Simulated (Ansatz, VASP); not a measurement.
## Al2GaSb3 in VASP and in Ansatz

```xyz
6
Lattice="4.1190 0.0000 0.0000 0.0000 4.1190 0.0000 0.0000 0.0000 8.2791" Properties=species:S:1:pos:R:3 pbc="T T T"
Al    0.0000    2.0595    5.7997
Al    2.0595    0.0000    2.4794
Ga    0.0000    0.0000    0.0000
Sb    2.0595    2.0595    0.0000
Sb    0.0000    2.0595    2.8888
Sb    2.0595    0.0000    5.3903
```

Change from the starting cell: species swapped into the Hf2CuSb3 type (P-4m2, No. 115).

Alike in both runs: functional PBE; k mesh 10 × 10 × 6; occupations gaussian, width 0.1 eV; no spin polarisation.

Ansatz relaxed the structure, and its values are those at the end. VASP's run is a single point on that final structure, the one shown.

|  | VASP | Ansatz |
| --- | --- | --- |
| version | VASP 6.6.1 | Ansatz 0.2.0 |
| potentials or method | VASP PAW PBE potentials, release 64 (Al, Ga_d, Sb), cutoff 520 eV | scalar-relativistic, plane waves, PAW |
| valence electrons in the cell | 34 | 64 |

|  | VASP | Ansatz | Ansatz less VASP |
| --- | --- | --- | --- |
| gap on the k mesh at the Fermi level (eV) | none | none | - |
| pressure (GPa) | 0.0 | 0.0 | -0.04 |
| rms of the force components (eV/Å) | 0.004 | 0.001 | -0.0029 |

A gap of «none» marks a metal or a gap that the smearing closes. VASP's potentials hold 34 valence electrons a cell and Ansatz's 64, so a difference there can come from the potentials and not from the codes.

Spin-orbit coupling is off throughout.
